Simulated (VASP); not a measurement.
# HfIn4SiO6: single point with revPBE

The system is HfIn4SiO6.

```
CELL_PARAMETERS angstrom
2.72390 -4.71843 0.01039
2.72390 4.71843 0.01039
-1.87948 0.00000 7.52638
ATOMIC_POSITIONS crystal
Hf 0.78826 0.21174 0.00000
In 0.62134 0.37866 0.50000
In 0.45488 0.54512 0.00000
In 0.28576 0.71424 0.50000
In 0.95757 0.04243 0.50000
Si 0.12158 0.87842 0.00000
O 0.06194 0.11437 0.86767
O 0.88563 0.93806 0.13233
O 0.79568 0.53788 0.86768
O 0.46212 0.20432 0.13232
O 0.15189 0.62783 0.13224
O 0.37217 0.84811 0.86776
```

```
Program                : VASP 6.6.1
Task                   : single point
Functional             : revPBE
Potentials or basis    : VASP PAW PBE potentials, release 64 (Hf_pv, In_d, Si, O)
Cutoff                 : 520 eV
k mesh                 : 4 × 4 × 3
Occupations            : fermi-dirac, width 0.05 eV
Spin                   : no spin polarisation
Dipole correction      : no
Further INCAR settings : ALGO = Normal; EDIFF = 1e-06; NBANDS = 63
```

| Property | Result |
| --- | --- |
| Pressure | -0.5 GPa |
| Largest force | 0.132 eV/Å |
| Band gap on the k mesh | zero (bands 51 and 52 overlap by 1.12 eV) |

Forces on the atoms (eV/Å):
```
Hf   0.000  0.006  0.000
In   0.000 -0.001  0.000
In   0.000 -0.001  0.000
In   0.000  0.001  0.000
In   0.000  0.000  0.000
Si   0.000  0.002  0.000
O   -0.057  0.106  0.046
O    0.057  0.106 -0.046
O   -0.067 -0.105  0.045
O    0.067 -0.105 -0.045
O   -0.122 -0.004 -0.046
O    0.122 -0.004  0.046
```

Stress tensor (GPa, compression positive):
```
-0.52  0.00  0.00
 0.00 -0.54  0.00
 0.00  0.00 -0.36
```

Levels at points of the mesh, in eV from the Fermi level:
| k point | band 48 | band 49 | band 50 | band 51 | band 52 | band 53 | band 54 | band 55 |
| --- | --- | --- | --- | --- | --- | --- | --- | --- |
| (0.00, 0.00, 0.00) | -3.52 | -1.06 | -0.87 | -0.41 | -0.32 | -0.21 | -0.18 | 0.48 |
| (0.50, 0.00, 0.00) | -3.55 | -3.35 | -2.39 | -2.15 | 1.17 | 1.46 | 1.89 | 1.96 |
| (0.50, 0.50, 0.00) | -3.59 | -3.45 | -2.32 | -1.96 | 1.27 | 1.50 | 1.71 | 1.97 |

Run time: 5.7 min on 1 thread of Intel(R) Xeon(R) 6975P-C (Granite Rapids), on a shared host, peak memory 0.42 GiB.

Caveat: the PAW data sets were made with another functional, which shifts forces and pressure a little; spin-orbit coupling is left out, which moves the levels of the heavy elements.
